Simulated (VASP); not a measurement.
# Na in VASP: a series of runs

Na is run at these levels: PBE; tasks: single point.

Program: VASP 6.6.1. These are calculated values, not measurements. Logs are shortened: lines on timing, memory, paths and dates and some standing lists are left out, and cuts for length are marked.

## Step 1: The cell of the first run

The structure is cubic, space group Im-3m (No. 229). The conventional cell has a = 4.362 Å, b = 4.362 Å, c = 4.362 Å, α = 90.00°, β = 90.00°, γ = 90.00°. Within 5.0 Å of Na (site symmetry m-3m) lie 14 Na at 3.78 to 4.36 Å.

## Step 2: Single point, PBE (strain +0.030 along x and y, +0.030 along z)

INCAR

```
ALGO = Fast
EDIFF = 1E-6
ENCUT = 520
GGA = PE
ISIF = 2
ISMEAR = 0
LASPH = True
LCHARG = True
LELF = True
LREAL = False
LVHAR = True
LWAVE = False
NBANDS = 10
NELM = 100
PREC = Accurate
SIGMA = 0.15
```

KPOINTS

```
k-points
0
Gamma
  16 16 16
```

POSCAR

```
Na
1.0
   -2.1810250000      2.1810250000      2.1810250000
    2.1810250000     -2.1810250000      2.1810250000
    2.1810250000      2.1810250000     -2.1810250000
Na
1
Direct
    0.0000000000      0.0000000000      0.0000000000
```

Potentials or basis: VASP PAW PBE potentials, release 64 (Na_pv).

Started as:

```console
$ cat potpaw_PBE.64/Na_pv/POTCAR > POTCAR
$ mpirun -np 1 vasp_std > vasp.out
```

OUTCAR:

```text
EDIFF = 1E-6
   ENCUT = 520
   GGA = PE
   ISIF = 2
   ISMEAR = 0
   LASPH = True
   LREAL = False
   NELM = 100
   PREC = Accurate

 ion  position               nearest neighbor table
   1  0.000  0.000  0.000-

  LATTYP: Found a body centered cubic cell.
 ALAT       =     4.3620500000

  Lattice vectors:

 A1 = (  -2.1810250000,   2.1810250000,   2.1810250000)
 A2 = (   2.1810250000,  -2.1810250000,   2.1810250000)
 A3 = (   2.1810250000,   2.1810250000,  -2.1810250000)

Analysis of symmetry for initial positions (statically):
=====================================================================
 Subroutine PRICEL returns:
 Original cell was already a primitive cell.

 Routine SETGRP: Setting up the symmetry group for a
 body centered cubic supercell.

 Subroutine GETGRP returns: Found 48 space group operations
 (whereof 48 operations were pure point group operations)
 out of a pool of 48 trial point group operations.

The static configuration has the point symmetry O_h .

Analysis of symmetry for dynamics (positions and initial velocities):
=====================================================================
 Subroutine PRICEL returns:
 Original cell was already a primitive cell.

 Routine SETGRP: Setting up the symmetry group for a
 body centered cubic supercell.

 Subroutine GETGRP returns: Found 48 space group operations
 (whereof 48 operations were pure point group operations)
 out of a pool of 48 trial point group operations.

The dynamic configuration has the point symmetry O_h .

 Subroutine INISYM returns: Found 48 space group operations
 (whereof 48 operations are pure point group operations),
 and found     1 'primitive' translations

----------------------------------------------------------------------------------------

                                     Primitive cell

  volume of cell :      41.4994

  direct lattice vectors                    reciprocal lattice vectors
    -2.181025000  2.181025000  2.181025000     0.000000000  0.229250009  0.229250009
     2.181025000 -2.181025000  2.181025000     0.229250009  0.000000000  0.229250009
     2.181025000  2.181025000 -2.181025000     0.229250009  0.229250009  0.000000000

  length of vectors
     3.777646113  3.777646113  3.777646113     0.324208471  0.324208471  0.324208471

  position of ions in fractional coordinates (direct lattice)
     0.000000000  0.000000000  0.000000000

  ion indices of the primitive-cell ions
   primitive index   ion index
                 1           1

----------------------------------------------------------------------------------------

 KPOINTS: k-points

Automatic generation of k-mesh.
 Grid dimensions read from file:
 generate k-points for:   16   16   16

 Generating k-lattice:

  Cartesian coordinates                     Fractional coordinates (reciprocal lattice)
     0.000000000  0.014328126  0.014328126     0.062500000  0.000000000  0.000000000
     0.014328126  0.000000000  0.014328126     0.000000000  0.062500000  0.000000000
     0.014328126  0.014328126  0.000000000     0.000000000  0.000000000  0.062500000

  Length of vectors
     0.020263029  0.020263029  0.020263029

  Shift w.r.t. Gamma in fractional coordinates (k-lattice)
     0.000000000  0.000000000  0.000000000

 Subroutine IBZKPT returns following result:
 ===========================================

 Found    145 irreducible k-points:

 Following reciprocal coordinates:
            Coordinates               Weight
  0.000000  0.000000  0.000000      1.000000
  0.062500  0.000000  0.000000     12.000000
  0.125000  0.000000  0.000000     12.000000
  0.187500  0.000000  0.000000     12.000000
  0.250000  0.000000  0.000000     12.000000
  0.312500  0.000000  0.000000     12.000000
[... 16 lines left out ...]
  0.187500  0.187500  0.000000     24.000000
  0.250000  0.187500  0.000000     48.000000
 [... further k-points ...]
   k-points           NKPTS =    145   k-points in BZ     NKDIM =    145   number of bands    NBANDS=     10
   number of dos      NEDOS =    301   number of ions     NIONS =      1
   total plane-waves  NPLWV =  21952
   dimension x,y,z NGX =    28 NGY =   28 NGZ =   28
   dimension x,y,z NGXF=    56 NGYF=   56 NGZF=   56
   ions per type =               1
   NGX,Y,Z   is equivalent  to a cutoff of  12.32, 12.32, 12.32 a.u.
   NGXF,Y,Z  is equivalent  to a cutoff of  24.64, 24.64, 24.64 a.u.
 SYSTEM =  unknown system
   PREC   = accura    normal or accurate (medium, high low for compatibility)
   ISTART =      0    job   : 0-new  1-cont  2-samecut
   ICHARG =      2    charge: 1-file 2-atom 10-const
   ISPIN  =      1    spin polarized calculation?
   LNONCOLLINEAR =      F non collinear calculations
   LSORBIT =      F    spin-orbit coupling
   LASPH  =      T    aspherical Exc in radial PAW
   ENCUT  =  520.0 eV  38.22 Ry    6.18 a.u.   7.02  7.02  7.02*2*pi/ulx,y,z
   NELM   =    100;   NELMIN=  2; NELMDL= -5     # of ELM steps
   EDIFF  = 0.1E-05   stopping-criterion for ELM
   LREAL  =      F    real-space projection
   EDIFFG = 0.1E-04   stopping-criterion for IOM
   NSW    =      0    number of steps for IOM
   IBRION =     -1    ionic relax: 0-MD 1-quasi-New 2-CG
   NFREE  =      0    steps in history (QN), initial steepest desc. (CG)
   ISIF   =      2    stress and relaxation
   ISYM   =      2    0-nonsym 1-usesym 2-fastsym
   POTIM  = 0.5000    time-step for ionic-motion
   TEBEG  =    0.0;   TEEND  =   0.0 temperature during run
   PSTRESS=    0.0 pullay stress
   NELECT =       7.0000    total number of electrons
   NUPDOWN=      -1.0000    fix difference up-down
   EMIN   =  10.00;   EMAX   =-10.00  energy-range for DOS
   EFERMI =   0.00;   METHOD = LEGACY
   ISMEAR =     0;   SIGMA  =   0.15  broadening in eV -4-tet -1-fermi 0-gaus
   EFERMI_NEDOS =   21; number of points for ismear=-14 and -15
   IALGO  =     68    algorithm
   IMIX   =      4    mixing-type and parameters
     AMIX     =   0.40;   BMIX     =  1.00
     AMIX_MAG =   1.60;   BMIX_MAG =  1.00
  volume/ion in A,a.u.               =      41.50       280.05
  Fermi-wavevector in a.u.,A,eV,Ry     =   0.904538  1.709329 11.132140  0.818189
  Thomas-Fermi vector in A             =   2.027997
   LORBIT       =      0    0 simple, 1 ext, 2 COOP (PROOUT), +10 PAW based schemes
   GGA     = PE    functional components
   LHFCALC =     F    Hartree Fock is set to
   AEXX    =    0.0000 exact exchange contribution
   IVDW    =     0    specifies the selected vdW correction
   LEPSILON=     F    determine dielectric tensor
   LRPA    =     F    only Hartree local field effects (RPA)
 non-spin polarized calculation
 RMM-DIIS sequential band-by-band and
 Gauss-broadening in eV      SIGMA  =   0.15
  energy-cutoff  :      520.00
  volume of cell :       41.50
 maximum number of plane-waves:      1144
   NGX = 13   NGY = 13   NGZ = 13

 number of electron       6.9999985 magnetization

 Free energy of the ion-electron system (eV)
  ---------------------------------------------------
  ext. energy  EPLUGINS =         0.00000000
  ---------------------------------------------------
  free energy    TOTEN  =        -1.30300148 eV

  energy without entropy =       -1.29757441  energy(sigma->0) =       -1.30028794

 E-fermi :   0.0249     XC(G=0):  -6.2161

 val. band max:        0.0146407478   @ k =  -0.3750   0.4375   0.1250
 cond. band min:       0.0724650875   @ k =  -0.4375   0.4375   0.0625
 fundamental gap:      0.0578243396
 Fermi energy:         0.0248528101

 k-point     1 :       0.0000    0.0000    0.0000
  band No.  band energies     occupation
      1     -24.9716      2.00000
      2     -24.9716      2.00000
      3     -24.9716      2.00000
      4      -3.0244      2.00000
      5      11.0431      0.00000
      6      11.0431      0.00000
      7      11.0431      0.00000
      8      11.9829      0.00000
      9      11.9829      0.00000
     10      12.5229      0.00000

 k-point     2 :       0.0625    0.0000    0.0000
  band No.  band energies     occupation
      1     -24.9725      2.00000
      2     -24.9719      2.00000
      3     -24.9716      2.00000
      4      -2.9607      2.00000
      5      10.1123      0.00000
      6      10.6053      0.00000
      7      10.7226      0.00000
      8      11.3626      0.00000
      9      11.5146      0.00000
     10      12.5601      0.00000

 k-point     3 :       0.1250    0.0000    0.0000
  band No.  band energies     occupation
      1     -24.9751      2.00000
      2     -24.9728      2.00000
      3     -24.9716      2.00000
      4      -2.7702      2.00000
      5       8.5764      0.00000
      6       9.9120      0.00000
      7      10.1741      0.00000
      8      10.6493      0.00000
      9      11.2211      0.00000
     10      12.6493      0.00000

 k-point     4 :       0.1875    0.0000    0.0000
  band No.  band energies     occupation
      1     -24.9789      2.00000
      2     -24.9741      2.00000
      3     -24.9715      2.00000
      4      -2.4540      2.00000
      5       7.0688      0.00000
      6       9.2742      0.00000
      7       9.6572      0.00000
      8      10.0382      0.00000
      9      10.8406      0.00000
     10      12.9451      0.00000
[... 222 lines left out ...]
 k-point    22 :       0.4375    0.1250    0.0000
  band No.  band energies     occupation
      1     -24.9939      2.00000
      2     -24.9807      2.00000
      3     -24.9727      2.00000
      4       0.9279      0.00000
      5       1.3053      0.00000
      6       5.8525      0.00000
      7       7.8736      0.00000
      8       9.6807      0.00000
      9      11.6156      0.00000
     10      13.9558      0.00000

 k-point    23 :       0.1875    0.1875    0.0000
  band No.  band energies     occupation
      1     -24.9875      2.00000
      2     -24.9773      2.00000
      3     -24.9732      2.00000
      4      -1.3298      2.00000
      5       5.0870      0.00000
      6       5.6792      0.00000
      7       8.3178      0.00000
      8      10.7085      0.00000
      9      11.4430      0.00000
     10      13.8451      0.00000

 k-point    24 :       0.2500    0.1875    0.0000
  band No.  band energies     occupation
      1     -24.9899      2.00000
      2     -24.9793      2.00000
      3     -24.9735      2.00000
      4      -0.7145      2.00000
      5       4.0216      0.00000
      6       5.1299      0.00000
      7       7.9825      0.00000
      8      10.6170      0.00000
      9      11.7529      0.00000
     10      13.5790      0.00000

 [... further k-points ...]
[... 5 lines left out ...]
  --------------------------------------------------------------------------------------
  -------------------------------------------------------------------------------------
  Total       -0.2126802     -0.2126802     -0.2126802     -0.0000000      0.0000000      0.0000000
  in kB       -8.2109946     -8.2109946     -8.2109946     -0.0000000      0.0000000      0.0000000
  external PRESSURE =      -8.2109946 kB  Pullay stress =       0.0000000 kB

 VOLUME and BASIS-vectors are now :
 -----------------------------------------------------------------------------
  energy-cutoff  :      520.00
  volume of cell :       41.50
      direct lattice vectors                 reciprocal lattice vectors
    -2.181025000  2.181025000  2.181025000     0.000000000  0.229250009  0.229250009
     2.181025000 -2.181025000  2.181025000     0.229250009  0.000000000  0.229250009
     2.181025000  2.181025000 -2.181025000     0.229250009  0.229250009  0.000000000

 POSITION                                       TOTAL-FORCE (eV/Angst)
 -----------------------------------------------------------------------------------
      0.00000      0.00000      0.00000         0.000000      0.000000     -0.000000
 -----------------------------------------------------------------------------------
    total drift:                                0.000000     -0.000000      0.000000

  FREE ENERGIE OF THE ION-ELECTRON SYSTEM (eV)
  ---------------------------------------------------
  free  energy   TOTEN  =        -1.3030014759 eV

  energy  without entropy=       -1.2975744090  energy(sigma->0) =       -1.30028794
```

Wall time 43 s (1 thread of AMD EPYC 7R43 (Zen 3), shared host); peak memory 0.14 GiB.

What came out:

```yaml
Free_energy: -1.3030 eV
Pressure: -0.8 GPa
```

Caveat: the cell differs from its parent crystal (strain +0.030 along x and y, +0.030 along z).

(Part 1 of 3 ends here.)
